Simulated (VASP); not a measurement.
Set up this calculation in VASP 6.6.1, as the native input.

| Item | Value |
| --- | --- |
| Task | single point |
| Functional | r2SCAN |
| Potentials or basis | VASP PAW PBE potentials, release 64 (Pb_d, S) |
| Cutoff | 520 eV |
| k mesh | 7 × 7 × 7 |
| Occupations | fermi-dirac, width 0.05 eV |
| Spin | no spin polarisation |
| Dipole correction | no |
| Further INCAR settings | ALGO = Normal; EDIFF = 1e-06; NBANDS = 17 |

PbS:

```
Pb S
1.0
     3.63874    0.00000    0.00000
     0.00000    3.63874    0.00000
     0.00000    0.00000    3.63874
Pb S
1 1
Direct
  0.00000 0.00000 0.00000
  0.50000 0.50000 0.50000
```

The input as run:

POSCAR

```
PbS
1.0
    3.6387428152      0.0000000000      0.0000000000
    0.0000000000      3.6387428152      0.0000000000
    0.0000000000      0.0000000000      3.6387428152
Pb S
1 1
Direct
    0.0000000000      0.0000000000      0.0000000000
    0.5000000000      0.5000000000      0.5000000000
```

INCAR.step1

```
SYSTEM = PbS
  PREC = Accurate
  ENCUT = 520
  ISMEAR = -1
  SIGMA = 0.05
  LREAL = .False.
  LASPH = .True.
  NELM = 60
  NBANDS = 17
  GGA = PE
  ALGO = Normal
  EDIFF = 1E-4
  LWAVE = .True.
  LCHARG = .False.
```

INCAR.step2

```
SYSTEM = PbS
  PREC = Accurate
  ENCUT = 520
  EDIFF = 1E-6
  ISMEAR = -1
  SIGMA = 0.05
  LREAL = .False.
  LASPH = .True.
  NELM = 60
  ALGO = Normal
  ISIF = 2
  LWAVE = .False.
  LCHARG = .False.
  METAGGA = R2SCAN
  LMIXTAU = .True.
  NBANDS = 17
  ISTART = 1
```

KPOINTS

```
regular mesh
0
Gamma
  7 7 7
  0 0 0
```

Potentials or basis: VASP PAW PBE potentials, release 64 (Pb_d, S).

Launch:

```console
$ cat potpaw_PBE.64/Pb_d/POTCAR potpaw_PBE.64/S/POTCAR > POTCAR
$ cp INCAR.step1 INCAR
$ mpirun -np 1 vasp_std > vasp.out
$ cp INCAR.step2 INCAR
$ mpirun -np 1 vasp_std > vasp.out
```

Results of the run:

The pressure is 0.0 GPa. The band gap on the k mesh is 0.30 eV, indirect (least direct gap 1.67 eV).

Caveat: the PAW data sets were made with another functional, which shifts forces and pressure a little; spin-orbit coupling is left out, which moves the levels of the heavy elements.

Run time: 41 s on 1 thread of Intel(R) Xeon(R) 6975P-C (Granite Rapids), with other jobs on the host, peak memory 0.17 GiB.
